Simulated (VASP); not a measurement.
Input of a VASP 6.6.1 run:

File POSCAR:

```
B32HN32
1.0
    7.2115910000      0.0000000000      0.0000000000
    0.0000000000      7.2115910000      0.0000000000
    0.0000000000      0.0000000000      7.2115910000
B N H
32 32 1
Direct
    0.9987630000      0.9987840000      0.9988060000
    0.0029580000      0.0029860000      0.4965710000
    0.9986510000      0.4976560000      0.0001050000
    0.9990720000      0.4983230000      0.5012130000
    0.4976410000      0.9986700000      0.0001040000
    0.4982940000      0.9990980000      0.5012030000
    0.4968320000      0.4968520000      0.0017790000
    0.4965170000      0.4965350000      0.4973300000
    0.2479820000      0.2479980000      0.0000770000
    0.2487520000      0.2487800000      0.4998350000
    0.2467770000      0.7481360000      0.0011640000
    0.2488180000      0.7484300000      0.4997350000
    0.7481190000      0.2468050000      0.0011670000
    0.7484090000      0.2488520000      0.4997390000
    0.7480780000      0.7480870000      0.9998700000
    0.7716860000      0.7716960000      0.4675770000
    0.2493980000      0.9990850000      0.2491620000
    0.2480340000      0.9984460000      0.7500660000
    0.2482210000      0.4980540000      0.2502220000
    0.2471380000      0.4974340000      0.7507270000
    0.7500020000      0.0024240000      0.2455340000
    0.7468350000      0.0006610000      0.7499670000
    0.7474500000      0.4977720000      0.2476990000
    0.7477570000      0.4887690000      0.7581520000
    0.9990630000      0.2494160000      0.2491650000
    0.9984180000      0.2480620000      0.7500680000
    0.0024110000      0.7500210000      0.2455220000
    0.0006420000      0.7468630000      0.7499680000
    0.4980310000      0.2482420000      0.2502170000
    0.4974150000      0.2471560000      0.7507280000
    0.4977490000      0.7474680000      0.2476950000
    0.4887530000      0.7478170000      0.7581480000
    0.1237440000      0.1237580000      0.1249010000
    0.1241880000      0.1242030000      0.6250890000
    0.1236910000      0.6235170000      0.1252780000
    0.1236910000      0.6235100000      0.6250180000
    0.6235060000      0.1236990000      0.1252840000
    0.6234920000      0.1237030000      0.6250140000
    0.6233150000      0.6233230000      0.1246710000
    0.6122040000      0.6121900000      0.6422130000
    0.3730170000      0.3730320000      0.1262940000
    0.3737240000      0.3737310000      0.6256530000
    0.3736790000      0.8736460000      0.1250400000
    0.3735910000      0.8726570000      0.6257350000
    0.8736340000      0.3736980000      0.1250390000
    0.8726390000      0.3735960000      0.6257430000
    0.8742320000      0.8742410000      0.1236940000
    0.8753510000      0.8753640000      0.6219310000
    0.3742980000      0.1234500000      0.3757290000
    0.3730420000      0.1230810000      0.8752390000
    0.3746190000      0.6241920000      0.3754210000
    0.3695430000      0.6225800000      0.8789820000
    0.8743420000      0.1250330000      0.3741670000
    0.8733280000      0.1230130000      0.8745620000
    0.8752530000      0.6244640000      0.3720710000
    0.8729740000      0.6227940000      0.8750400000
    0.1234290000      0.3743160000      0.3757330000
    0.1230680000      0.3730570000      0.8752360000
    0.1250180000      0.8743550000      0.3741680000
    0.1229950000      0.8733370000      0.8745560000
    0.6241860000      0.3746300000      0.3754210000
    0.6225610000      0.3695360000      0.8789950000
    0.6244430000      0.8752660000      0.3720800000
    0.6227860000      0.8729830000      0.8750430000
    0.7145300000      0.7143810000      0.6437040000
```

Contents of INCAR.step1:

```
  PREC = Accurate
  ENCUT = 520
  ISMEAR = -1
  SIGMA = 0.05
  LREAL = Auto
  LASPH = T
  NELM = 100
  NBANDS = 166
  NELECT = 256.0
  ISYM = 0
  GGA = PE
  ALGO = Normal
  EDIFF = 1E-4
  LWAVE = T
  LCHARG = F
```

The input INCAR.step2:

```
  PREC = Accurate
  ENCUT = 520
  EDIFF = 1E-7
  ISMEAR = -1
  SIGMA = 0.05
  LREAL = Auto
  LASPH = T
  NELM = 100
  ALGO = Normal
  ISIF = 2
  LWAVE = F
  LCHARG = F
  METAGGA = R2SCAN
  LMIXTAU = T
  NBANDS = 166
  NELECT = 256.0
  ISYM = 0
  ISTART = 1
```

File KPOINTS:

```
Automatic mesh
0
Gamma
  1 1 1
  0.25 0.25 0.25
```

Potentials or basis: VASP PAW PBE potentials, release 64 (B, N, H).

Run with:

```bash
$ cat potpaw_PBE.64/B/POTCAR potpaw_PBE.64/N/POTCAR potpaw_PBE.64/H/POTCAR > POTCAR
$ cp INCAR.step1 INCAR
$ mpirun -np 1 vasp_std > vasp.out
$ cp INCAR.step2 INCAR
$ mpirun -np 1 vasp_std > vasp.out
```

(1) Estimate the largest force.

Answers

(1) 0.715 eV/Å.

Caveat: the k points lie up to 0.87 Å⁻¹ apart; the cell carries a net charge on a neutralising background, which shifts energy and pressure; the PAW data sets were made with another functional, which shifts forces and pressure a little.
